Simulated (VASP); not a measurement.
Write the native input for VASP 6.6.1 that does the following.

| Quantity | Value |
| --- | --- |
| Task | single point |
| Functional | PBE |
| Potentials or basis | VASP PAW PBE potentials, release 64 (Pt) |
| Cutoff | 520 eV |
| k mesh | 8 × 8 × 8 |
| Occupations | gaussian, width 0.05 eV |
| Spin | no spin polarisation |
| Dipole correction | no |
| Further INCAR settings | ALGO = Normal; EDIFF = 1e-06; NBANDS = 11 |

The structure of Pt lies in POSCAR:

```
Pt
1.0
    0.0000000000      1.9600000000      1.9600000000
    1.9600000000      0.0000000000      1.9600000000
    1.9600000000      1.9600000000      0.0000000000
Pt
1
Direct
    0.0000000000      0.0000000000      0.0000000000
```

One way to write it, as run:

INCAR

```
PREC     = Accurate       # precision mode
ENCUT    = 520            # plane-wave cutoff, eV
EDIFF    = 1E-6           # SCF threshold, eV
ISMEAR   = 0              # smearing method
SIGMA    = 0.05           # smearing width, eV
LREAL    = False          # projectors in reciprocal space
LASPH    = True           # aspherical terms in the spheres
NELM     = 100            # most SCF steps
ALGO     = Normal         # electronic algorithm
ISIF     = 2              # what is computed and relaxed
LWAVE    = False          # write WAVECAR
LCHARG   = False          # write CHGCAR
GGA      = PE             # functional
NBANDS   = 11             # bands
```

KPOINTS

```
regular mesh
0
Gamma
  8 8 8
```

Potentials or basis: VASP PAW PBE potentials, release 64 (Pt).

The run is started by

```sh
$ cat potpaw_PBE.64/Pt/POTCAR > POTCAR
$ mpirun -np 1 vasp_std > vasp.out
```

It gave:

The pressure is 9.2 GPa. The band gap on the k mesh is zero (band 5 reaches 11.75 eV, above the bottom of band 6 at 9.52 eV).

Caveat: spin-orbit coupling is left out, which moves the levels of the heavy elements.

It took 3.9 s on 1 thread of Intel(R) Xeon(R) Platinum 8488C (Sapphire Rapids) (shared host), peak memory 0.14 GiB.
